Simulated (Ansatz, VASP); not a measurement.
# PN: VASP beside Ansatz

Contents of INCAR:

```
SYSTEM = PN
PREC = Accurate
ENCUT = 520
EDIFF = 1E-6
ISMEAR = 0
SIGMA = 0.1
LREAL = .False.
LASPH = .True.
NELM = 100
ALGO = Normal
ISIF = 2
LWAVE = .False.
LCHARG = .False.
GGA = PE
NBANDS = 30
```

Contents of KPOINTS:

```
Automatic mesh
0
Gamma
  4 6 6
  0 0 0
```

The input POSCAR:

```
PN
1.0
    5.5550880200      0.0000000000      0.0000000000
    0.0000000000      2.5705060200      0.0000000000
    0.0000000000      0.0000000000      3.2272151900
P N
4 4
Direct
    0.0564999900      0.7500000000      0.8499500200
    0.4435000100      0.2500000000      0.3499500200
    0.5564999900      0.7500000000      0.6500499800
    0.9435000100      0.2500000000      0.1500499800
    0.1542829900      0.2500000000      0.5311769800
    0.3457170100      0.7500000000      0.0311769800
    0.6542829900      0.2500000000      0.9688230200
    0.8457170100      0.7500000000      0.4688230200
```

Input for Ansatz:

```yaml
crystal:
  lattice:
    - [5.55508802, 0.0, 0.0]
    - [0.0, 2.57050602, 0.0]
    - [0.0, 0.0, 3.22721519]
  atoms:
    - { symbol: P, position: [0.05649999, 0.75, 0.84995002] }
    - { symbol: P, position: [0.44350001, 0.25, 0.34995002] }
    - { symbol: P, position: [0.55649999, 0.75, 0.65004998] }
    - { symbol: P, position: [0.94350001, 0.25, 0.15004998] }
    - { symbol: "N", position: [0.15428299, 0.25, 0.53117698] }
    - { symbol: "N", position: [0.34571701, 0.75, 0.03117698] }
    - { symbol: "N", position: [0.65428299, 0.25, 0.96882302] }
    - { symbol: "N", position: [0.84571701, 0.75, 0.46882302] }
basis:
  ecutwfc: 420
kpoints:
  mp_grid: { grid: [4, 6, 6] }
hamiltonian:
  xc: pbe
scf:
  occupations: { method: gaussian, width: 0.1 }
  lower_state_search: "off"
output:
  forces: true
  stress: true
  eigenvalues: true
```

Alike in both runs: task single point; functional PBE; k mesh 4 × 6 × 6; occupations gaussian, width 0.1 eV; no spin polarisation.

```csv
,VASP,Ansatz
version,VASP 6.6.1,Ansatz 0.2.0
potentials or method,"VASP PAW PBE potentials, release 64 (P, N), cutoff 520 eV","scalar-relativistic, plane waves, PAW"
valence electrons in the cell,40,40
```

|  | VASP | Ansatz | Ansatz less VASP |
| --- | --- | --- | --- |
| gap on the k mesh at the Fermi level (eV) | none | none | - |
| rms of the force components (eV/Å) | 8.602 | 8.673 | +0.0712 |

Atom by atom the forces differ by 0.072 eV/Å (rms over components). A gap of «none» marks a metal or a gap that the smearing closes.

The k mesh is coarse, so the values compare programs but aren't converged.
